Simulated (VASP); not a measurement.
# Lu (P6_3/mmc) in VASP: single point with PBE

Aim: the single point of Lu with PBE.

Everything below comes from runs of VASP 6.6.1. Logs are shortened: lines on timing, memory, paths and dates and some standing lists are left out, and cuts for length are marked.

## Step 1: The cell of the first run

Symmetry: P6_3/mmc, No. 194, hexagonal system. The conventional cell has a = 3.506 Å, b = 3.506 Å, c = 5.475 Å, α = 90.00°, β = 90.00°, γ = 120.00°. Within 4.5 Å of Lu (site symmetry -6m2) lie 12 Lu at 3.40 to 3.51 Å.

## Step 2: Single point, PBE

Contents of INCAR:

```
  PREC = Accurate
  ENCUT = 520
  EDIFF = 1E-7
  ISMEAR = -1
  SIGMA = 0.08
  LREAL = F
  LASPH = T
  NELM = 60
  ALGO = Normal
  ISIF = 2
  LWAVE = F
  LCHARG = F
  GGA = PE
  NBANDS = 32
```

Contents of KPOINTS:

```
Automatic mesh
0
Gamma
  14 14 8
```

Contents of POSCAR:

```
Lu
1.0
    3.5064735706      0.0000000000      0.0000000000
   -1.7532367853      3.0366951898      0.0000000000
    0.0000000000      0.0000000000      5.4754310621
Lu
2
Direct
    0.3333333333      0.6666666667      0.2500000000
    0.6666666667      0.3333333333      0.7500000000
```

Potentials or basis: VASP PAW PBE potentials, release 64 (Lu).

Launch:

```sh
> cat potpaw_PBE.64/Lu/POTCAR > POTCAR
> mpirun -np 1 vasp_std > vasp.out
```

OUTCAR:

```text
PREC = Accurate
   ENCUT = 520
   EDIFF = 1E-7
   ISMEAR = -1
   LREAL = F
   LASPH = T
   NELM = 60
   ISIF = 2
   GGA = PE

 ion  position               nearest neighbor table
   1  0.333  0.667  0.250-   2 3.40   2 3.40   2 3.40   2 3.40   2 3.40   2 3.40
   2  0.667  0.333  0.750-   1 3.40   1 3.40   1 3.40   1 3.40   1 3.40   1 3.40

  LATTYP: Found a hexagonal cell.
 ALAT       =     3.5064735706
 C/A-ratio  =     1.5615206993

  Lattice vectors:

 A1 = (   3.5064735706,   0.0000000000,   0.0000000000)
 A2 = (  -1.7532367853,   3.0366951898,   0.0000000000)
 A3 = (   0.0000000000,   0.0000000000,   5.4754310621)

Analysis of symmetry for initial positions (statically):
=====================================================================
 Subroutine PRICEL returns:
 Original cell was already a primitive cell.

 Routine SETGRP: Setting up the symmetry group for a
 hexagonal supercell.

 Subroutine GETGRP returns: Found 24 space group operations
 (whereof 12 operations were pure point group operations)
 out of a pool of 24 trial point group operations.

The static configuration has the point symmetry D_3d.
 The point group associated with its full space group is D_6h.

Analysis of symmetry for dynamics (positions and initial velocities):
=====================================================================
 Subroutine PRICEL returns:
 Original cell was already a primitive cell.

 Routine SETGRP: Setting up the symmetry group for a
 hexagonal supercell.

 Subroutine GETGRP returns: Found 24 space group operations
 (whereof 12 operations were pure point group operations)
 out of a pool of 24 trial point group operations.

The dynamic configuration has the point symmetry D_3d.
 The point group associated with its full space group is D_6h.

 Subroutine INISYM returns: Found 24 space group operations
 (whereof 12 operations are pure point group operations),
 and found     1 'primitive' translations

----------------------------------------------------------------------------------------

                                     Primitive cell

  volume of cell :      58.3029

  direct lattice vectors                    reciprocal lattice vectors
     3.506473571  0.000000000  0.000000000     0.285186807  0.164652680  0.000000000
    -1.753236785  3.036695190  0.000000000     0.000000000  0.329305359  0.000000000
     0.000000000  0.000000000  5.475431062     0.000000000  0.000000000  0.182634023

  length of vectors
     3.506473571  3.506473571  5.475431062     0.329305359  0.329305359  0.182634023

  position of ions in fractional coordinates (direct lattice)
     0.333333333  0.666666667  0.250000000
     0.666666667  0.333333333  0.750000000

  ion indices of the primitive-cell ions
   primitive index   ion index
                 1           1
                 2           2

----------------------------------------------------------------------------------------

 KPOINTS: Automatic mesh

Automatic generation of k-mesh.
 Grid dimensions read from file:
 generate k-points for:   14   14    8

 Generating k-lattice:

  Cartesian coordinates                     Fractional coordinates (reciprocal lattice)
     0.020370486  0.011760906  0.000000000     0.071428571  0.000000000  0.000000000
     0.000000000  0.023521811  0.000000000     0.000000000  0.071428571  0.000000000
     0.000000000  0.000000000  0.022829253     0.000000000  0.000000000  0.125000000

  Length of vectors
     0.023521811  0.023521811  0.022829253

  Shift w.r.t. Gamma in fractional coordinates (k-lattice)
     0.000000000  0.000000000  0.000000000

 Subroutine IBZKPT returns following result:
 ===========================================

 Found    120 irreducible k-points:

 Following reciprocal coordinates:
            Coordinates               Weight
  0.000000  0.000000  0.000000      1.000000
  0.071429  0.000000  0.000000      6.000000
  0.142857  0.000000  0.000000      6.000000
  0.214286 -0.000000  0.000000      6.000000
  0.285714 -0.000000  0.000000      6.000000
  0.357143 -0.000000  0.000000      6.000000
[... 16 lines left out ...]
  0.285714  0.285714  0.000000      6.000000
  0.357143  0.285714  0.000000      6.000000
 [... further k-points ...]
   k-points           NKPTS =    120   k-points in BZ     NKDIM =    120   number of bands    NBANDS=     32
   number of dos      NEDOS =    301   number of ions     NIONS =      2
   total plane-waves  NPLWV =  32928
   dimension x,y,z NGX =    28 NGY =   28 NGZ =   42
   dimension x,y,z NGXF=    56 NGYF=   56 NGZF=   84
   ions per type =               2
   NGX,Y,Z   is equivalent  to a cutoff of  13.28, 13.28, 12.75 a.u.
   NGXF,Y,Z  is equivalent  to a cutoff of  26.55, 26.55, 25.50 a.u.
 SYSTEM =  unknown system
   PREC   = accura    normal or accurate (medium, high low for compatibility)
   ISTART =      0    job   : 0-new  1-cont  2-samecut
   ICHARG =      2    charge: 1-file 2-atom 10-const
   ISPIN  =      1    spin polarized calculation?
   LNONCOLLINEAR =      F non collinear calculations
   LSORBIT =      F    spin-orbit coupling
   LASPH  =      T    aspherical Exc in radial PAW
   ENCUT  =  520.0 eV  38.22 Ry    6.18 a.u.   6.52  6.52 10.18*2*pi/ulx,y,z
   NELM   =     60;   NELMIN=  2; NELMDL= -5     # of ELM steps
   EDIFF  = 0.1E-06   stopping-criterion for ELM
   LREAL  =      F    real-space projection
   EDIFFG = 0.1E-05   stopping-criterion for IOM
   NSW    =      0    number of steps for IOM
   IBRION =     -1    ionic relax: 0-MD 1-quasi-New 2-CG
   NFREE  =      0    steps in history (QN), initial steepest desc. (CG)
   ISIF   =      2    stress and relaxation
   ISYM   =      2    0-nonsym 1-usesym 2-fastsym
   POTIM  = 0.5000    time-step for ionic-motion
   TEBEG  =    0.0;   TEEND  =   0.0 temperature during run
   PSTRESS=    0.0 pullay stress
   NELECT =      50.0000    total number of electrons
   NUPDOWN=      -1.0000    fix difference up-down
   EMIN   =  10.00;   EMAX   =-10.00  energy-range for DOS
   EFERMI =   0.00;   METHOD = LEGACY
   ISMEAR =    -1;   SIGMA  =   0.08  broadening in eV -4-tet -1-fermi 0-gaus
   EFERMI_NEDOS =   21; number of points for ismear=-14 and -15
   IALGO  =     38    algorithm
   IMIX   =      4    mixing-type and parameters
     AMIX     =   0.40;   BMIX     =  1.00
     AMIX_MAG =   1.60;   BMIX_MAG =  1.00
  volume/ion in A,a.u.               =      29.15       196.72
  Fermi-wavevector in a.u.,A,eV,Ry     =   1.555374  2.939230 32.915050  2.419188
  Thomas-Fermi vector in A             =   2.659324
   LORBIT       =      0    0 simple, 1 ext, 2 COOP (PROOUT), +10 PAW based schemes
   GGA     = PE    functional components
   LHFCALC =     F    Hartree Fock is set to
   AEXX    =    0.0000 exact exchange contribution
   IVDW    =     0    specifies the selected vdW correction
   LEPSILON=     F    determine dielectric tensor
   LRPA    =     F    only Hartree local field effects (RPA)
 non-spin polarized calculation
  energy-cutoff  :      520.00
  volume of cell :       58.30
 maximum number of plane-waves:      1616
 NGX is ok and might be reduce to    28
   NGX = 13   NGY = 13   NGZ = 21

 number of electron      49.9999993 magnetization

 Free energy of the ion-electron system (eV)
  ---------------------------------------------------
  ext. energy  EPLUGINS =         0.00000000
  ---------------------------------------------------
  free energy    TOTEN  =        -9.07806985 eV

  energy without entropy =       -9.00752206  energy(sigma->0) =       -9.04279595

 E-fermi :   2.2150     XC(G=0): -10.6591

 val. band max:        2.2107139671   @ k =   0.2857   0.0714   0.3750
 cond. band min:       2.2155425528   @ k =   0.2857   0.2857   0.5000
 fundamental gap:      0.0048285857
 Fermi energy:         2.2149843896

 k-point     1 :       0.0000    0.0000    0.0000
  band No.  band energies     occupation
      1     -53.9748      2.00000
      2     -53.9391      2.00000
      3     -24.9210      2.00000
      4     -24.4923      2.00000
      5     -24.4923      2.00000
      6     -24.4075      2.00000
[... 24 lines left out ...]
     31       5.6589      0.00000
     32       5.6589      0.00000

 k-point     2 :       0.0714    0.0000    0.0000
  band No.  band energies     occupation
      1     -53.9736      2.00000
      2     -53.9388      2.00000
      3     -24.9128      2.00000
      4     -24.5084      2.00000
      5     -24.4979      2.00000
      6     -24.4246      2.00000
[... 24 lines left out ...]
     31       5.4763      0.00000
     32       5.5313      0.00000

 k-point     3 :       0.1429    0.0000    0.0000
  band No.  band energies     occupation
      1     -53.9703      2.00000
      2     -53.9377      2.00000
      3     -24.8892      2.00000
      4     -24.5535      2.00000
      5     -24.5133      2.00000
      6     -24.4718      2.00000
[... 24 lines left out ...]
     31       5.4613      0.00000
     32       5.5873      0.00000

 k-point     4 :       0.2143   -0.0000    0.0000
  band No.  band energies     occupation
      1     -53.9652      2.00000
      2     -53.9364      2.00000
      3     -24.8524      2.00000
      4     -24.6190      2.00000
      5     -24.5381      2.00000
      6     -24.5347      2.00000
[... 24 lines left out ...]
     31       5.9147      0.00000
     32       6.1110      0.00000

 k-point     5 :       0.2857   -0.0000    0.0000
  band No.  band energies     occupation
      1     -53.9593      2.00000
      2     -53.9353      2.00000
      3     -24.8065      2.00000
      4     -24.6921      2.00000
      5     -24.6092      2.00000
      6     -24.5578      2.00000
[... 584 lines left out ...]
     31       7.3380      0.00000
     32       8.5708      0.00000

 k-point    22 :       0.3571    0.2143    0.0000
  band No.  band energies     occupation
      1     -53.9437      2.00000
      2     -53.9363      2.00000
      3     -24.7807      2.00000
      4     -24.6973      2.00000
      5     -24.6598      2.00000
      6     -24.6503      2.00000
[... 24 lines left out ...]
     31       7.6770      0.00000
     32       8.3560      0.00000

 k-point    23 :       0.2857    0.2857    0.0000
  band No.  band energies     occupation
      1     -53.9431      2.00000
      2     -53.9365      2.00000
      3     -24.7646      2.00000
      4     -24.7027      2.00000
      5     -24.6530      2.00000
      6     -24.6474      2.00000
[... 24 lines left out ...]
     31       7.4849      0.00000
     32       8.2192      0.00000

 k-point    24 :       0.3571    0.2857    0.0000
  band No.  band energies     occupation
      1     -53.9408      2.00000
      2     -53.9379      2.00000
      3     -24.7668      2.00000
      4     -24.6791      2.00000
      5     -24.6784      2.00000
      6     -24.6240      2.00000
[... 24 lines left out ...]
     31       7.5510      0.00000
     32       7.8490      0.00000

 [... further k-points ...]
[... 5 lines left out ...]
  --------------------------------------------------------------------------------------
  -------------------------------------------------------------------------------------
  Total        0.0436921      0.0436921      0.0430701      0.0000000      0.0000000      0.0000000
  in kB        1.2006694      1.2006694      1.1835776      0.0000000      0.0000000      0.0000000
  external PRESSURE =       1.1949722 kB  Pullay stress =       0.0000000 kB

 VOLUME and BASIS-vectors are now :
 -----------------------------------------------------------------------------
  energy-cutoff  :      520.00
  volume of cell :       58.30
      direct lattice vectors                 reciprocal lattice vectors
     3.506473571  0.000000000  0.000000000     0.285186807  0.164652680  0.000000000
    -1.753236785  3.036695190  0.000000000     0.000000000  0.329305359  0.000000000
     0.000000000  0.000000000  5.475431062     0.000000000  0.000000000  0.182634023

 POSITION                                       TOTAL-FORCE (eV/Angst)
 -----------------------------------------------------------------------------------
     -0.00000      2.02446      1.36886        -0.000000      0.000000      0.000000
      1.75324      1.01223      4.10657         0.000000     -0.000000      0.000000
 -----------------------------------------------------------------------------------
    total drift:                               -0.000000      0.000000     -0.000000

  FREE ENERGIE OF THE ION-ELECTRON SYSTEM (eV)
  ---------------------------------------------------
  free  energy   TOTEN  =        -9.0780698506 eV

  energy  without entropy=       -9.0075220592  energy(sigma->0) =       -9.04279595
```

Wall time 2.2 min (1 thread of Intel Xeon Platinum 8488C (Sapphire Rapids), shared host); peak memory 0.3 GiB.

What came out:

```
Free energy            : -9.0781 eV
Pressure               : 0.1 GPa
Band gap on the k mesh : zero (bands 25 and 26 overlap by 1.86 eV)
```

Levels at points of the mesh, in eV from the Fermi level:
```
           k point  band 23  band 24  band 25  band 26  band 27  band 28
(0.00, 0.00, 0.00)    -4.85    -2.38     0.67     2.19     2.19     2.62
(0.50, 0.00, 0.00)    -2.34    -1.38    -0.83    -0.36     1.61     1.86
(0.00, 0.00, 0.50)    -4.35    -4.35     1.22     1.22     2.10     2.10
(0.50, 0.00, 0.50)    -2.09    -2.09     0.10     0.10     1.37     1.37
```

Caveat: spin-orbit coupling is left out, which moves the levels of the heavy elements.
